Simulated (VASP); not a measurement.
Here is a VASP 6.6.1 calculation.

The input INCAR:

```
PREC = Accurate
ENCUT = 500
EDIFF = 1E-6
ISMEAR = 0
SIGMA = 0.05
LREAL = False
LASPH = True
NELM = 120
ALGO = Normal
ISIF = 2
LWAVE = False
LCHARG = False
GGA = PE
IVDW = 13
NBANDS = 14
GGA_COMPAT = False
```

The input KPOINTS:

```
Automatic mesh
0
Gamma
  8 8 8
```

File POSCAR:

```
HfB
1.0
    0.0000000000      2.3841364495      2.3841364495
    2.3841364495      0.0000000000      2.3841364495
    2.3841364495      2.3841364495      0.0000000000
Hf B
1 1
Direct
    0.5000000000      0.5000000000      0.5000000000
    0.0000000000      0.0000000000      0.0000000000
```

Potentials or basis: VASP PAW PBE potentials, release 64 (Hf_pv, B).

Launch:

```bash
$ cat potpaw_PBE.64/Hf_pv/POTCAR potpaw_PBE.64/B/POTCAR > POTCAR
$ mpirun -np 1 vasp_std > vasp.out
```

Q: What does it give for the dispersion energy per atom?

A: -0.284 eV.

Q: What does it give for the pressure?

A: 3.9 GPa.

Caveat: pairwise dispersion overbinds metals, which lowers pressure and volume.
